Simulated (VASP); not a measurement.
Here is a VASP 6.6.1 calculation.

The input INCAR:

```
PREC = Accurate
ENCUT = 520
EDIFF = 1E-6
ISMEAR = -1
SIGMA = 0.1
LREAL = False
LASPH = True
NELM = 80
ALGO = Normal
ISIF = 2
LWAVE = False
LCHARG = False
GGA = PE
NBANDS = 18
```

Contents of KPOINTS:

```
regular mesh
0
Gamma
  14 14 14
```

The input POSCAR:

```
Ta
1.0
   -3.6521020675      3.6523363650      1.4989623568
    3.6523363650     -3.6521020675      1.4989623568
    1.9106352644      1.9106352644     -1.4985332403
Ta
2
Direct
    0.9999557298      0.0000442702      1.0000000000
    0.7500442702      0.2499557298      0.5000000000
```

Potentials or basis: VASP PAW PBE potentials, release 64 (Ta_pv).

Run with:

```bash
$ cat potpaw_PBE.64/Ta_pv/POTCAR > POTCAR
$ mpirun -np 1 vasp_std > vasp.out
```

Predict the band gap on the k mesh.

zero (bands 11 and 12 overlap by 2.08 eV).

Predict the largest force.

0.005 eV/Å.

Stress tensor (GPa, compression positive):
```
-17.68  -0.72  -0.01
 -0.72 -17.68  -0.01
 -0.01  -0.01 -16.45
```

Caveat: the cell stands under tension; spin-orbit coupling is left out, which moves the levels of the heavy elements.
